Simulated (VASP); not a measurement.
Runs of VASP 6.6.1 on Rb. The structure is that of space group Im-3m (No. 229), or close to it. The cells are those of the table. 

```csv
task,level,potentials or basis,cell,cutoff (eV),gap on the mesh (eV),pressure (GPa)
single point,PBEsol,"VASP PAW PBE potentials, release 64 (Rb_sv)","a = 4.854 Å, angles 109.5°, 1 atom",520,none,0.0
single point,PBEsol,"VASP PAW PBE potentials, release 64 (Rb_sv)","a = 4.785 Å, angles 109.5°, 1 atom",520,none,0.1
single point,PBEsol,"VASP PAW PBE potentials, release 64 (Rb_sv)","a = 4.824 Å, angles 109.5°, 1 atom",520,none,0.0
single point,PBEsol,"VASP PAW PBE potentials, release 64 (Rb_sv)","a = 4.951 Å, angles 109.5°, 1 atom",520,none,(a)
single point,LDA,"VASP PAW LDA potentials, release 64 (Rb_sv)","a = 4.661 Å, angles 109.5°, 1 atom",520,none,0.0
relaxation of cell and atoms,PBEsol,"VASP PAW PBE potentials, release 64 (Rb_sv)","relaxed from a = 4.854 Å, angles 109.5°, 1 atom",600,none,0.0
```

Alike in all rows: no spin polarisation; k mesh 10 × 10 × 10; smearing gaussian 0.1 eV.

Question: Fill in the values left out.

Answer: (a) -0.2.

Caveats: the PAW data sets were made with another functional, which shifts forces and pressure a little (some runs).

A k mesh can miss the band edges, and the runs leave out spin-orbit coupling on Rb.

A gap of «none» marks levels without a gap at the run's occupations.
